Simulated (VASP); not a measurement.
# MgCd2Se3 (P3m1) in VASP: relaxation of cell and atoms with PBE

Aim: the relaxation of cell and atoms of MgCd2Se3 with PBE.

Program: VASP 6.6.1. These are calculated values, not measurements. Logs are shortened: lines on timing, memory, paths and dates and some standing lists are left out, and cuts for length are marked.

## 1. The cell of the first run

Symmetry: P3m1, No. 156, trigonal system. Conventional cell: a = 4.344 Å, b = 4.344 Å, c = 21.162 Å, α = 90.00°, β = 90.00°, γ = 120.00°. Within 3.4 Å of Mg (site symmetry 3m) lie 4 Se at 2.60 to 2.62 Å. Within 3.4 Å of Mg (site symmetry 3m) lie 4 Se at 2.61 to 2.62 Å. Within 3.5 Å of Cd (site symmetry 3m) lie 4 Se at 2.67 to 2.69 Å. Within 3.5 Å of Cd (site symmetry 3m) lie 4 Se at 2.67 to 2.69 Å. Within 3.5 Å of Cd (site symmetry 3m) lie 4 Se at 2.67 to 2.69 Å. Within 3.5 Å of Cd (site symmetry 3m) lie 4 Se at 2.67 to 2.69 Å. Se (site symmetry 3m) has 4 Mg at 2.60 to 2.62 Å within 3.4 Å. Se (site symmetry 3m) has 4 Cd at 2.67 to 2.69 Å within 3.5 Å.

## 2. Relaxation of cell and atoms, PBE

Contents of INCAR:

```
SYSTEM = MgCd2Se3
ALGO     = Normal         ! electronic algorithm
EDIFF    = 1E-6           ! SCF threshold, eV
EDIFFG   = -0.01          ! ionic threshold
ENCUT    = 600            ! plane-wave cutoff, eV
GGA      = PE             ! functional
IBRION   = 2              ! ionic algorithm
ISIF     = 3              ! what is computed and relaxed
ISMEAR   = 0              ! smearing method
LASPH    = .TRUE.         ! aspherical terms in the spheres
LCHARG   = .FALSE.        ! write CHGCAR
LREAL    = .FALSE.        ! projectors in reciprocal space
LWAVE    = .FALSE.        ! write WAVECAR
NELM     = 60             ! most SCF steps
NSW      = 100            ! ionic steps
PREC     = Accurate       ! precision mode
SIGMA    = 0.02           ! smearing width, eV
```

Contents of KPOINTS:

```
k-points
0
G
  6 6 2
  0 0 0
```

Contents of POSCAR:

```
MgCd2Se3
1.0
    4.3435967000      0.0000000000      0.0000000000
   -2.1717984000      3.7616651000      0.0000000000
    0.0000000000      0.0000000000     21.1619990000
Mg Cd Se
2 4 6
Direct
    0.0000000000      0.0000000000      0.1691190000
    0.6666667000      0.3333333000      0.3283900000
    0.0000000000      0.0000000000      0.4950000000
    0.0000000000      0.0000000000      0.8353790000
    0.6666667000      0.3333333000      0.6651300000
    0.6666667000      0.3333333000      0.0059280000
    0.0000000000      0.0000000000      0.2918930000
    0.0000000000      0.0000000000      0.6219270000
    0.0000000000      0.0000000000      0.9624150000
    0.6666667000      0.3333333000      0.1328690000
    0.6666667000      0.3333333000      0.4515130000
    0.6666667000      0.3333333000      0.7921570000
```

Potentials or basis: VASP PAW PBE potentials, release 64 (Mg, Cd, Se).

Launch:

```bash
> cat potpaw_PBE.64/Mg/POTCAR potpaw_PBE.64/Cd/POTCAR potpaw_PBE.64/Se/POTCAR > POTCAR
> mpirun -np 1 vasp_std > vasp.out
```

OUTCAR:

```text
SYSTEM = MgCd2Se3
   EDIFF = 1E-6
   EDIFFG = -0.01
   ENCUT = 600
   GGA = PE
   IBRION = 2
   ISIF = 3
   ISMEAR = 0
   LASPH = .TRUE.
   LREAL = .FALSE.
   NELM = 60
   NSW = 100
   PREC = Accurate

 ion  position               nearest neighbor table
   1  0.000  0.000  0.169-   7 2.60  10 2.62  10 2.62  10 2.62
   2  0.667  0.333  0.328-  11 2.61   7 2.62   7 2.62   7 2.62
   3  0.000  0.000  0.495-  11 2.67  11 2.67  11 2.67   8 2.69
   4  0.000  0.000  0.835-  12 2.67  12 2.67  12 2.67   9 2.69
   5  0.667  0.333  0.665-   8 2.67   8 2.67   8 2.67  12 2.69
   6  0.667  0.333  0.006-   9 2.67   9 2.67   9 2.67  10 2.69
   7  0.000  0.000  0.292-   1 2.60   2 2.62   2 2.62   2 2.62
   8  0.000  0.000  0.622-   5 2.67   5 2.67   5 2.67   3 2.69
   9  0.000  0.000  0.962-   6 2.67   6 2.67   6 2.67   4 2.69
  10  0.667  0.333  0.133-   1 2.62   1 2.62   1 2.62   6 2.69
  11  0.667  0.333  0.452-   2 2.61   3 2.67   3 2.67   3 2.67
  12  0.667  0.333  0.792-   4 2.67   4 2.67   4 2.67   5 2.69

  LATTYP: Found a hexagonal cell.
 ALAT       =     4.3435967000
 C/A-ratio  =     4.8719990509

  Lattice vectors:

 A1 = (   4.3435967000,   0.0000000000,   0.0000000000)
 A2 = (  -2.1717984000,   3.7616651000,   0.0000000000)
 A3 = (   0.0000000000,   0.0000000000,  21.1619990000)

Analysis of symmetry for initial positions (statically):
=====================================================================
 Subroutine PRICEL returns:
 Original cell was already a primitive cell.

 Routine SETGRP: Setting up the symmetry group for a
 hexagonal supercell.

 Subroutine GETGRP returns: Found  6 space group operations
 (whereof  6 operations were pure point group operations)
 out of a pool of 24 trial point group operations.

The static configuration has the point symmetry C_3v.

Analysis of symmetry for dynamics (positions and initial velocities):
=====================================================================
 Subroutine PRICEL returns:
 Original cell was already a primitive cell.

 Routine SETGRP: Setting up the symmetry group for a
 hexagonal supercell.

 Subroutine GETGRP returns: Found  6 space group operations
 (whereof  6 operations were pure point group operations)
 out of a pool of 24 trial point group operations.

The dynamic configuration has the point symmetry C_3v.

 Subroutine INISYM returns: Found  6 space group operations
 (whereof  6 operations are pure point group operations),
 and found     1 'primitive' translations

----------------------------------------------------------------------------------------
[... 94 lines left out ...]
   ISTART =      0    job   : 0-new  1-cont  2-samecut
   ICHARG =      2    charge: 1-file 2-atom 10-const
   ISPIN  =      1    spin polarized calculation?
   LNONCOLLINEAR =      F non collinear calculations
   LSORBIT =      F    spin-orbit coupling
   LASPH  =      T    aspherical Exc in radial PAW
   ENCUT  =  600.0 eV  44.10 Ry    6.64 a.u.   8.68  8.68 42.27*2*pi/ulx,y,z
   NELM   =     60;   NELMIN=  2; NELMDL= -5     # of ELM steps
   EDIFF  = 0.1E-05   stopping-criterion for ELM
   LREAL  =      F    real-space projection
   EDIFFG = -.1E-01   stopping-criterion for IOM
   NSW    =    100    number of steps for IOM
   IBRION =      2    ionic relax: 0-MD 1-quasi-New 2-CG
   NFREE  =      1    steps in history (QN), initial steepest desc. (CG)
   ISIF   =      3    stress and relaxation
   ISYM   =      2    0-nonsym 1-usesym 2-fastsym
   POTIM  = 0.5000    time-step for ionic-motion
   TEBEG  =    0.0;   TEEND  =   0.0 temperature during run
   PSTRESS=    0.0 pullay stress
   NELECT =      88.0000    total number of electrons
   NUPDOWN=      -1.0000    fix difference up-down
   EMIN   =  10.00;   EMAX   =-10.00  energy-range for DOS
   EFERMI =   0.00;   METHOD = LEGACY
   ISMEAR =     0;   SIGMA  =   0.02  broadening in eV -4-tet -1-fermi 0-gaus
   EFERMI_NEDOS =   21; number of points for ismear=-14 and -15
   IALGO  =     38    algorithm
   IMIX   =      4    mixing-type and parameters
     AMIX     =   0.40;   BMIX     =  1.00
     AMIX_MAG =   1.60;   BMIX_MAG =  1.00
  volume/ion in A,a.u.               =      28.81       194.45
  Fermi-wavevector in a.u.,A,eV,Ry     =   1.037465  1.960525 14.644419  1.076334
  Thomas-Fermi vector in A             =   2.171904
   LORBIT       =      0    0 simple, 1 ext, 2 COOP (PROOUT), +10 PAW based schemes
   GGA     = PE    functional components
   LHFCALC =     F    Hartree Fock is set to
   AEXX    =    0.0000 exact exchange contribution
   IVDW    =     0    specifies the selected vdW correction
   LEPSILON=     F    determine dielectric tensor
   LRPA    =     F    only Hartree local field effects (RPA)
 conjugate gradient relaxation of ions
 non-spin polarized calculation
 Gauss-broadening in eV      SIGMA  =   0.02
  energy-cutoff  :      600.00
  volume of cell :      345.77
 maximum number of plane-waves:     11580
 NGX is ok and might be reduce to    36
   NGX = 17   NGY = 17   NGZ = 85

--------------------------------------- Ionic step        1  -------------------------------------------

 number of electron      88.0000007 magnetization

 Free energy of the ion-electron system (eV)
  ---------------------------------------------------
  ext. energy  EPLUGINS =         0.00000000
  ---------------------------------------------------
  free energy    TOTEN  =       -36.99507635 eV

  energy without entropy =      -36.99507635  energy(sigma->0) =      -36.99507635

------------------------ aborting loop because EDIFF is reached ----------------------------------------

  FORCE on cell =-STRESS in cart. coord.  units (eV):
  Direction    XX          YY          ZZ          XY          YZ          ZX
  --------------------------------------------------------------------------------------
  -------------------------------------------------------------------------------------
  Total        0.2828076      0.2828076      0.2862154     -0.0000000     -0.0000000      0.0000000
  in kB        1.3104344      1.3104345      1.3262250     -0.0000000     -0.0000000      0.0000000
  external PRESSURE =       1.3156980 kB  Pullay stress =       0.0000000 kB
[... 263 lines left out ...]
--------------------------------------- Ionic step        7  -------------------------------------------

 number of electron      88.0000008 magnetization

 Free energy of the ion-electron system (eV)
  ---------------------------------------------------
  ext. energy  EPLUGINS =         0.00000000
  ---------------------------------------------------
  free energy    TOTEN  =       -36.99569651 eV

  energy without entropy =      -36.99569651  energy(sigma->0) =      -36.99569651

 E-fermi :   0.8055     XC(G=0):  -8.4485

 val. band max:        0.7103523639   @ k =   0.0000   0.0000   0.0000
 cond. band min:       1.6098091213   @ k =   0.0000   0.0000   0.0000
 fundamental gap:      0.8994567575
 Fermi energy:         0.8055460243

 k-point     1 :       0.0000    0.0000    0.0000
  band No.  band energies     occupation
      1     -11.5772      2.00000
      2     -11.4746      2.00000
      3     -11.4234      2.00000
      4     -11.3049      2.00000
      5     -11.2530      2.00000
      6     -10.9937      2.00000
[... 798 lines left out ...]
  FREE ENERGIE OF THE ION-ELECTRON SYSTEM (eV)
  ---------------------------------------------------
  free  energy   TOTEN  =       -36.9956965127 eV

  energy  without entropy=      -36.9956965127  energy(sigma->0) =      -36.99569651

 reached required accuracy - stopping structural energy minimisation
```

CONTCAR:

```text
MgCd2Se3
   1.00000000000000
     4.3460673755333268   -0.0000000000327307   -0.0000000000000000
    -2.1730337378234492    3.7638047678165805    0.0000000000000000
    -0.0000000000000000    0.0000000000000000   21.1868124420871133
  Mg              Cd              Se
     2     4     6
Direct
     0.0000000000000000    0.0000000000000000    0.1692939616734798
     0.6666667000000004    0.3333332999999996    0.3282000798672399
     0.0000000000000000    0.0000000000000000    0.4948504856871018
     0.0000000000000000    0.0000000000000000    0.8354257375310751
     0.6666667000000004    0.3333332999999996    0.6651468826098925
     0.6666667000000004    0.3333332999999996    0.0061690999296930
     0.0000000000000000    0.0000000000000000    0.2918798917188645
     0.0000000000000000    0.0000000000000000    0.6218388966263912
     0.0000000000000000    0.0000000000000000    0.9624484724313336
     0.6666667000000004    0.3333332999999996    0.1331888072232759
     0.6666667000000004    0.3333332999999996    0.4511391616217266
     0.6666667000000004    0.3333332999999996    0.7921385230799249

  0.00000000E+00  0.00000000E+00  0.00000000E+00
  0.00000000E+00  0.00000000E+00  0.00000000E+00
  0.00000000E+00  0.00000000E+00  0.00000000E+00
  0.00000000E+00  0.00000000E+00  0.00000000E+00
  0.00000000E+00  0.00000000E+00  0.00000000E+00
  0.00000000E+00  0.00000000E+00  0.00000000E+00
  0.00000000E+00  0.00000000E+00  0.00000000E+00
  0.00000000E+00  0.00000000E+00  0.00000000E+00
  0.00000000E+00  0.00000000E+00  0.00000000E+00
  0.00000000E+00  0.00000000E+00  0.00000000E+00
  0.00000000E+00  0.00000000E+00  0.00000000E+00
  0.00000000E+00  0.00000000E+00  0.00000000E+00
```

Wall time 50 min (1 thread of Oxide Virtual Turin-like, shared host); peak memory 0.7 GiB.

What came out:

- Free energy: -36.9957 eV
- Relaxed volume: 28.88 Å³/atom
- Relaxed cell: a = 4.346 Å, b = 4.346 Å, c = 21.187 Å, α = 90.00°, β = 90.00°, γ = 120.00°
- Space group after relaxing (to 0.1 Å): P3m1 (No. 156)
- Energy gained by relaxing: 0.1 meV/atom
- Ionic steps: 7
- Pressure after relaxing: 0.0 GPa
- Largest force after relaxing: 0.009 eV/Å
- Band gap on the k mesh: 0.90 eV

Forces in eV/Å, atoms in the order of the input:
```
Mg   0.000  0.000  0.000
Mg   0.000  0.000  0.002
Cd   0.000  0.000 -0.001
Cd   0.000  0.000  0.003
Cd   0.000  0.000 -0.002
Cd   0.000  0.000  0.002
Se   0.000  0.000  0.000
Se   0.000  0.000 -0.009
Se   0.000  0.000  0.008
Se   0.000  0.000  0.001
Se   0.000  0.000 -0.003
Se   0.000  0.000  0.000
```

The path:
| step | energy change (eV) | largest force (eV/Å) | pressure (GPa) | volume (Å³) |
| --- | --- | --- | --- | --- |
| 1 | 0.0000 | 0.0328 | 0.13 | 345.77 |
| 2 | -0.0005 | 0.0188 | -0.02 | 346.95 |
| 3 | -0.0005 | 0.0204 | -0.01 | 346.83 |
| 4 | -0.0005 | 0.0145 | -0.01 | 346.80 |
| 5 | -0.0005 | 0.0158 | 0.00 | 346.74 |
| 6 | -0.0006 | 0.0123 | 0.00 | 346.70 |
| 7 | -0.0006 | 0.0088 | 0.02 | 346.57 |

Final structure:
```
CELL_PARAMETERS angstrom
4.34607 0.00000 0.00000
-2.17303 3.76380 0.00000
0.00000 0.00000 21.18681
ATOMIC_POSITIONS crystal
Mg 0.00000 0.00000 0.16929
Mg 0.66667 0.33333 0.32820
Cd 0.00000 0.00000 0.49485
Cd 0.00000 0.00000 0.83543
Cd 0.66667 0.33333 0.66515
Cd 0.66667 0.33333 0.00617
Se 0.00000 0.00000 0.29188
Se 0.00000 0.00000 0.62184
Se 0.00000 0.00000 0.96245
Se 0.66667 0.33333 0.13319
Se 0.66667 0.33333 0.45114
Se 0.66667 0.33333 0.79214
```
